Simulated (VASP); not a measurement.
# Ta (Im-3m) in VASP: notebook

The runs below take Ta through single point, with r2SCAN.

Everything below comes from runs of VASP 6.6.1. Logs are shortened: lines on timing, memory, paths and dates and some standing lists are left out, and cuts for length are marked.

## (1) The cell of the first run

The structure is cubic, space group Im-3m (No. 229). The conventional cell has a = 3.307 Å, b = 3.307 Å, c = 3.307 Å, α = 90.00°, β = 90.00°, γ = 90.00°. Within 3.8 Å of Ta (site symmetry m-3m) lie 14 Ta at 2.86 to 3.31 Å.

## (2) Single point, r2SCAN

Contents of POSCAR:

```
Ta
1.0
   -1.6533592789      1.6533592789      1.6533592789
    1.6533592789     -1.6533592789      1.6533592789
    1.6533592789      1.6533592789     -1.6533592789
Ta
1
Direct
    0.0000000000      0.0000000000      0.0000000000
```

Contents of INCAR.step1:

```
SYSTEM = Ta
  ALGO = Normal
  EDIFF = 1E-4
  ENCUT = 520
  GGA = PE
  ISMEAR = 1
  LASPH = .True.
  LCHARG = .False.
  LREAL = .False.
  LWAVE = .True.
  NBANDS = 12
  NELM = 80
  PREC = Accurate
  SIGMA = 0.2
```

Contents of INCAR.step2:

```
SYSTEM = Ta
  ALGO = Normal
  EDIFF = 1E-6
  ENCUT = 520
  ISIF = 2
  ISMEAR = 1
  ISTART = 1
  LASPH = .True.
  LCHARG = .False.
  LMIXTAU = .True.
  LREAL = .False.
  LWAVE = .False.
  METAGGA = R2SCAN
  NBANDS = 12
  NELM = 80
  PREC = Accurate
  SIGMA = 0.2
```

Contents of KPOINTS:

```
k-points
0
Gamma
  13 13 13
  0 0 0
```

Potentials or basis: VASP PAW PBE potentials, release 64 (Ta_pv).

Command:

```bash
$ cat potpaw_PBE.64/Ta_pv/POTCAR > POTCAR
$ cp INCAR.step1 INCAR
$ mpirun -np 1 vasp_std > vasp.out
$ cp INCAR.step2 INCAR
$ mpirun -np 1 vasp_std > vasp.out
```

OUTCAR:

```text
SYSTEM = Ta
   EDIFF = 1E-6
   ENCUT = 520
   ISIF = 2
   ISMEAR = 1
   ISTART = 1
   LASPH = .True.
   LREAL = .False.
   METAGGA = R2SCAN
   NELM = 80
   PREC = Accurate

 ion  position               nearest neighbor table
   1  0.000  0.000  0.000-

  LATTYP: Found a body centered cubic cell.
 ALAT       =     3.3067185578

  Lattice vectors:

 A1 = (  -1.6533592789,   1.6533592789,   1.6533592789)
 A2 = (   1.6533592789,  -1.6533592789,   1.6533592789)
 A3 = (   1.6533592789,   1.6533592789,  -1.6533592789)

Analysis of symmetry for initial positions (statically):
=====================================================================
 Subroutine PRICEL returns:
 Original cell was already a primitive cell.

 Routine SETGRP: Setting up the symmetry group for a
 body centered cubic supercell.

 Subroutine GETGRP returns: Found 48 space group operations
 (whereof 48 operations were pure point group operations)
 out of a pool of 48 trial point group operations.

The static configuration has the point symmetry O_h .

Analysis of symmetry for dynamics (positions and initial velocities):
=====================================================================
 Subroutine PRICEL returns:
 Original cell was already a primitive cell.

 Routine SETGRP: Setting up the symmetry group for a
 body centered cubic supercell.

 Subroutine GETGRP returns: Found 48 space group operations
 (whereof 48 operations were pure point group operations)
 out of a pool of 48 trial point group operations.

The dynamic configuration has the point symmetry O_h .

 Subroutine INISYM returns: Found 48 space group operations
 (whereof 48 operations are pure point group operations),
 and found     1 'primitive' translations

----------------------------------------------------------------------------------------

                                     Primitive cell

  volume of cell :      18.0785

  direct lattice vectors                    reciprocal lattice vectors
    -1.653359279  1.653359279  1.653359279     0.000000000  0.302414609  0.302414609
     1.653359279 -1.653359279  1.653359279     0.302414609  0.000000000  0.302414609
     1.653359279  1.653359279 -1.653359279     0.302414609  0.302414609  0.000000000

  length of vectors
     2.863702274  2.863702274  2.863702274     0.427678842  0.427678842  0.427678842

  position of ions in fractional coordinates (direct lattice)
     0.000000000  0.000000000  0.000000000

  ion indices of the primitive-cell ions
   primitive index   ion index
[... 76 lines left out ...]
   NSW    =      0    number of steps for IOM
   IBRION =     -1    ionic relax: 0-MD 1-quasi-New 2-CG
   NFREE  =      0    steps in history (QN), initial steepest desc. (CG)
   ISIF   =      2    stress and relaxation
   ISYM   =      2    0-nonsym 1-usesym 2-fastsym
   POTIM  = 0.5000    time-step for ionic-motion
   TEBEG  =    0.0;   TEEND  =   0.0 temperature during run
   PSTRESS=    0.0 pullay stress
   NELECT =      11.0000    total number of electrons
   NUPDOWN=      -1.0000    fix difference up-down
   EMIN   =  10.00;   EMAX   =-10.00  energy-range for DOS
   EFERMI =   0.00;   METHOD = LEGACY
   ISMEAR =     1;   SIGMA  =   0.20  broadening in eV -4-tet -1-fermi 0-gaus
   EFERMI_NEDOS =   21; number of points for ismear=-14 and -15
   IALGO  =     38    algorithm
   IMIX   =      4    mixing-type and parameters
     AMIX     =   0.40;   BMIX     =  1.00
     AMIX_MAG =   1.60;   BMIX_MAG =  1.00
  volume/ion in A,a.u.               =      18.08       122.00
  Fermi-wavevector in a.u.,A,eV,Ry     =   1.387241  2.621505 26.183552  1.924437
  Thomas-Fermi vector in A             =   2.511480
   LORBIT       =      0    0 simple, 1 ext, 2 COOP (PROOUT), +10 PAW based schemes
   METAGGA = R2SCAN    functional components
   LHFCALC =     F    Hartree Fock is set to
   AEXX    =    0.0000 exact exchange contribution
   IVDW    =     0    specifies the selected vdW correction
   LEPSILON=     F    determine dielectric tensor
   LRPA    =     F    only Hartree local field effects (RPA)
 non-spin polarized calculation
 Methfessel and Paxton  Order N= 1 SIGMA  =   0.20
  energy-cutoff  :      520.00
  volume of cell :       18.08
 maximum number of plane-waves:       496
 NGX is ok and might be reduce to    24
   NGX = 11   NGY = 11   NGZ = 11

 number of electron      11.0000002 magnetization

 Free energy of the ion-electron system (eV)
  ---------------------------------------------------
  ext. energy  EPLUGINS =         0.00000000
  ---------------------------------------------------
  free energy    TOTEN  =       -48.58129606 eV

  energy without entropy =      -48.58124586  energy(sigma->0) =      -48.58127932

 E-fermi :   5.2714     XC(G=0): -13.7508

 val. band max:        5.2668722458   @ k =  -0.3846   0.4615   0.1538
 cond. band min:       5.3208737325   @ k =  -0.3846   0.3846   0.0769
 fundamental gap:      0.0540014866
 Fermi energy:         5.2714118159

 k-point     1 :       0.0000    0.0000    0.0000
  band No.  band energies     occupation
      1     -28.9471      2.00000
      2     -28.9471      2.00000
      3     -28.9471      2.00000
      4      -3.0204      2.00000
      5       6.1339     -0.00000
      6       6.1339     -0.00000
      7       6.1339     -0.00000
      8       9.6120      0.00000
      9       9.6120      0.00000
     10      17.3770      0.00000
     11      21.0548      0.00000
     12      21.0548      0.00000
[... 331 lines left out ...]
 k-point    24 :       0.2308    0.0769    0.0769
  band No.  band energies     occupation
      1     -29.8232      2.00000
      2     -29.2133      2.00000
      3     -29.0145      2.00000
      4       0.6213      2.00000
      5       4.1932      2.00000
      6       4.5866      2.00001
      7       9.3843      0.00000
      8      10.0398      0.00000
      9      11.0850      0.00000
     10      17.3752      0.00000
     11      20.6885      0.00000
     12      20.8882      0.00000

 [... further k-points ...]
[... 5 lines left out ...]
  --------------------------------------------------------------------------------------
  -------------------------------------------------------------------------------------
  Total        0.0784001      0.0784001      0.0784001      0.0000000      0.0000000     -0.0000000
  in kB        6.9480917      6.9480917      6.9480917      0.0000000      0.0000000     -0.0000000
  external PRESSURE =       6.9480917 kB  Pullay stress =       0.0000000 kB

 VOLUME and BASIS-vectors are now :
 -----------------------------------------------------------------------------
  energy-cutoff  :      520.00
  volume of cell :       18.08
      direct lattice vectors                 reciprocal lattice vectors
    -1.653359279  1.653359279  1.653359279     0.000000000  0.302414609  0.302414609
     1.653359279 -1.653359279  1.653359279     0.302414609  0.000000000  0.302414609
     1.653359279  1.653359279 -1.653359279     0.302414609  0.302414609  0.000000000

 POSITION                                       TOTAL-FORCE (eV/Angst)
 -----------------------------------------------------------------------------------
      0.00000      0.00000      0.00000        -0.000000      0.000000     -0.000000
 -----------------------------------------------------------------------------------
    total drift:                                0.000000      0.000000      0.000000

  FREE ENERGIE OF THE ION-ELECTRON SYSTEM (eV)
  ---------------------------------------------------
  free  energy   TOTEN  =       -48.5812960561 eV

  energy  without entropy=      -48.5812458573  energy(sigma->0) =      -48.58127932
```

OUTCAR.step1:

```text
SYSTEM = Ta
   EDIFF = 1E-4
   ENCUT = 520
   GGA = PE
   ISMEAR = 1
   LASPH = .True.
[... 578 lines left out ...]
 -----------------------------------------------------------------------------------
      0.00000      0.00000      0.00000         0.000000      0.000000      0.000000
 -----------------------------------------------------------------------------------
    total drift:                               -0.000000      0.000000      0.000000

  FREE ENERGIE OF THE ION-ELECTRON SYSTEM (eV)
  ---------------------------------------------------
  free  energy   TOTEN  =       -11.8103030889 eV

  energy  without entropy=      -11.8084913280  energy(sigma->0) =      -11.80969917
```

OSZICAR.step1:

```text
N       E                     dE             d eps       ncg     rms          rms(c)
DAV:   1     0.614057418471E+02    0.61406E+02   -0.61084E+03  2016   0.875E+02
DAV:   2    -0.112352722623E+02   -0.72641E+02   -0.70525E+02  2200   0.242E+02
DAV:   3    -0.122739200428E+02   -0.10386E+01   -0.10327E+01  2464   0.277E+01
DAV:   4    -0.122764708058E+02   -0.25508E-02   -0.25506E-02  2220   0.153E+00
DAV:   5    -0.122764791211E+02   -0.83153E-05   -0.83155E-05  2348   0.832E-02    0.134E+01
DAV:   6    -0.119201608471E+02    0.35632E+00   -0.28632E-01  2372   0.579E+00    0.651E+00
DAV:   7    -0.118110699216E+02    0.10909E+00   -0.25720E-01  2340   0.513E+00    0.378E-01
DAV:   8    -0.118103007131E+02    0.76921E-03   -0.82710E-03  2192   0.712E-01    0.128E-01
DAV:   9    -0.118103030889E+02   -0.23759E-05   -0.79338E-05  1704   0.986E-02
   1 F= -.11810303E+02 E0= -.11809699E+02  d E =-.181176E-02
```

Wall time 66 s (1 thread of Intel Xeon Platinum 8259CL at 2.50GHz (Skylake/Cascade Lake), shared host); peak memory 0.16 GiB.

What came out:

```yaml
Free_energy: -48.5813 eV
Pressure: 0.7 GPa
```

Caveat: the PAW data sets were made with another functional, which shifts forces and pressure a little; spin-orbit coupling is left out, which moves the levels of the heavy elements.

## (3) Single point, r2SCAN

POSCAR is that of step 2.

Contents of INCAR.step1:

```
PREC = Accurate
ENCUT = 520
ISMEAR = 1
SIGMA = 0.3
LREAL = F
LASPH = T
NELM = 100
NBANDS = 12
GGA = PE
ALGO = Normal
EDIFF = 1E-4
LWAVE = T
LCHARG = F
```

Contents of INCAR.step2:

```
PREC = Accurate
ENCUT = 520
EDIFF = 1E-6
ISMEAR = 1
SIGMA = 0.3
LREAL = F
LASPH = T
NELM = 100
ALGO = Normal
ISIF = 2
LWAVE = F
LCHARG = F
METAGGA = R2SCAN
LMIXTAU = T
NBANDS = 12
ISTART = 1
```

Contents of KPOINTS:

```
Automatic mesh
0
Gamma
  13 13 13
```

Potentials or basis: VASP PAW PBE potentials, release 64 (Ta_pv).

Command:

```bash
$ cat potpaw_PBE.64/Ta_pv/POTCAR > POTCAR
$ cp INCAR.step1 INCAR
$ mpirun -np 1 vasp_std > vasp.out
$ cp INCAR.step2 INCAR
$ mpirun -np 1 vasp_std > vasp.out
```

Wall time 62 s (1 thread of Intel Xeon Platinum 8259CL at 2.50GHz (Skylake/Cascade Lake), shared host); peak memory 0.15 GiB.

The run converged. Its results:

```yaml
Free_energy: -48.5814 eV
Pressure: 0.6 GPa
```

Levels at points of the mesh, in eV from the Fermi level:
| k point | band 1 | band 2 | band 3 | band 4 | band 5 | band 6 | band 7 | band 8 | band 9 | band 10 |
| --- | --- | --- | --- | --- | --- | --- | --- | --- | --- | --- |
| (0.00, 0.00, 0.00) | -34.22 | -34.22 | -34.22 | -8.30 | 0.86 | 0.86 | 0.86 | 4.34 | 4.34 | 12.10 |

Caveat: the PAW data sets were made with another functional, which shifts forces and pressure a little; spin-orbit coupling is left out, which moves the levels of the heavy elements.

## (4) Single point, r2SCAN

POSCAR is that of step 3.

Contents of INCAR.step1:

```
ALGO = Normal
EDIFF = 1E-4
ENCUT = 520
GGA = PE
ISMEAR = 1
LASPH = T
LCHARG = F
LREAL = F
LWAVE = T
NBANDS = 12
NELM = 80
PREC = Accurate
SIGMA = 0.6
```

Contents of INCAR.step2:

```
ALGO = Normal
EDIFF = 1E-6
ENCUT = 520
ISIF = 2
ISMEAR = 1
ISTART = 1
LASPH = T
LCHARG = T
LELF = T
LMIXTAU = T
LREAL = F
LVHAR = T
LWAVE = F
METAGGA = R2SCAN
NBANDS = 12
NELM = 80
PREC = Accurate
SIGMA = 0.6
```

Contents of KPOINTS:

```
k-points
0
Gamma
  13 13 13
```

Command:

```bash
$ cat potpaw_PBE.64/Ta_pv/POTCAR > POTCAR
$ cp INCAR.step1 INCAR
$ mpirun -np 1 vasp_std > vasp.out
$ cp INCAR.step2 INCAR
$ mpirun -np 1 vasp_std > vasp.out
```

Run time: 61 s. Hardware: 1 thread of Intel Xeon Platinum 8259CL at 2.50GHz (Skylake/Cascade Lake), shared host; peak memory 0.15 GiB.

The run converged. Its results:

| Quantity | Value |
| --- | --- |
| Free energy | -48.5838 eV |
| Pressure | 0.3 GPa |

Levels at points of the mesh, in eV from the Fermi level:
```tsv
k point	band 1	band 2	band 3	band 4	band 5	band 6	band 7	band 8	band 9	band 10
(0.00, 0.00, 0.00)	-34.24	-34.24	-34.24	-8.32	0.83	0.83	0.83	4.31	4.31	12.09
```

Caveat: the PAW data sets were made with another functional, which shifts forces and pressure a little; spin-orbit coupling is left out, which moves the levels of the heavy elements.

## (5) Single point, r2SCAN

POSCAR is that of step 4.

Contents of INCAR.step1:

```
ALGO = Normal ; EDIFF = 1E-4
ENCUT = 520 ; GGA = PE
ISMEAR = 1 ; LASPH = T
LCHARG = F ; LREAL = F
LWAVE = T ; NBANDS = 12
NELM = 60 ; PREC = Accurate
SIGMA = 1.0
```

Contents of INCAR.step2:

```
ALGO = Normal ; EDIFF = 1E-6
ENCUT = 520 ; ISIF = 2
ISMEAR = 1 ; ISTART = 1
LASPH = T ; LCHARG = F
LMIXTAU = T ; LREAL = F
LWAVE = F ; METAGGA = R2SCAN
NBANDS = 12 ; NELM = 60
PREC = Accurate ; SIGMA = 1.0
```

KPOINTS is that of step 4.

Command:

```bash
$ cat potpaw_PBE.64/Ta_pv/POTCAR > POTCAR
$ cp INCAR.step1 INCAR
$ mpirun -np 1 vasp_std > vasp.out
$ cp INCAR.step2 INCAR
$ mpirun -np 1 vasp_std > vasp.out
```

Wall time 68 s (1 thread of Intel Xeon Platinum 8259CL at 2.50GHz (Skylake/Cascade Lake), shared host); peak memory 0.15 GiB.

It converged, with:

* Free energy: -48.5967 eV
* Pressure: 0.4 GPa

Levels at points of the mesh, in eV from the Fermi level:
```
           k point  band 4  band 5  band 6  band 7  band 8  band 9
(0.00, 0.00, 0.00)   -8.36    0.80    0.80    0.80    4.28    4.28
```

Caveat: the PAW data sets were made with another functional, which shifts forces and pressure a little; spin-orbit coupling is left out, which moves the levels of the heavy elements.

## (6) Single point, r2SCAN

POSCAR is that of step 5.

Contents of INCAR.step1:

```
SYSTEM = Ta
PREC = Accurate
ENCUT = 520
ISMEAR = 1
SIGMA = 0.03
LREAL = .False.
LASPH = .True.
NELM = 60
NBANDS = 12
GGA = PE
ALGO = Normal
EDIFF = 1E-4
LWAVE = .True.
LCHARG = .False.
```

Contents of INCAR.step2:

```
SYSTEM = Ta
PREC = Accurate
ENCUT = 520
EDIFF = 1E-7
ISMEAR = 1
SIGMA = 0.03
LREAL = .False.
LASPH = .True.
NELM = 60
ALGO = Normal
ISIF = 2
LWAVE = .False.
LCHARG = .False.
METAGGA = R2SCAN
LMIXTAU = .True.
NBANDS = 12
ISTART = 1
```

Contents of KPOINTS:

```
regular mesh
0
Gamma
  13 13 13
  0 0 0
```

Potentials or basis: VASP PAW PBE potentials, release 64 (Ta_pv).

Command:

```bash
$ cat potpaw_PBE.64/Ta_pv/POTCAR > POTCAR
$ cp INCAR.step1 INCAR
$ mpirun -np 1 vasp_std > vasp.out
$ cp INCAR.step2 INCAR
$ mpirun -np 1 vasp_std > vasp.out
```

Run time: 91 s. Hardware: 1 thread of Intel Xeon Platinum 8259CL at 2.50GHz (Skylake/Cascade Lake), shared host; peak memory 0.15 GiB.

It converged, with:

* Free energy: -48.5819 eV
* Pressure: 0.6 GPa

Levels at points of the mesh, in eV from the Fermi level:
```
           k point  band 1  band 2  band 3  band 4  band 5  band 6  band 7  band 8  band 9  band 10
(0.00, 0.00, 0.00)  -34.21  -34.21  -34.21   -8.29    0.86    0.86    0.86    4.34    4.34    12.12
```

Caveat: the PAW data sets were made with another functional, which shifts forces and pressure a little; spin-orbit coupling is left out, which moves the levels of the heavy elements.

## (7) Overview

| smearing | gap on the mesh (eV) | pressure (GPa) |
| --- | --- | --- |
| methfessel-paxton 0.2 eV | none | 0.7 |
| methfessel-paxton 0.3 eV | none | 0.6 |
| methfessel-paxton 0.6 eV | none | 0.3 |
| methfessel-paxton 1 eV | none | 0.4 |
| methfessel-paxton 0.03 eV | none | 0.6 |

Alike in all rows: task single point; level r2SCAN; potentials or basis VASP PAW PBE potentials, release 64 (Ta_pv); no spin polarisation; cell as given; k mesh 13 × 13 × 13; cutoff (eV) 520.

Every run on the cell as given and a fine mesh finds a metal.

Caveats: the PAW data sets were made with another functional, which shifts forces and pressure a little; spin-orbit coupling is left out, which moves the levels of the heavy elements.

Absolute energies hang on the potentials; compare differences alone.
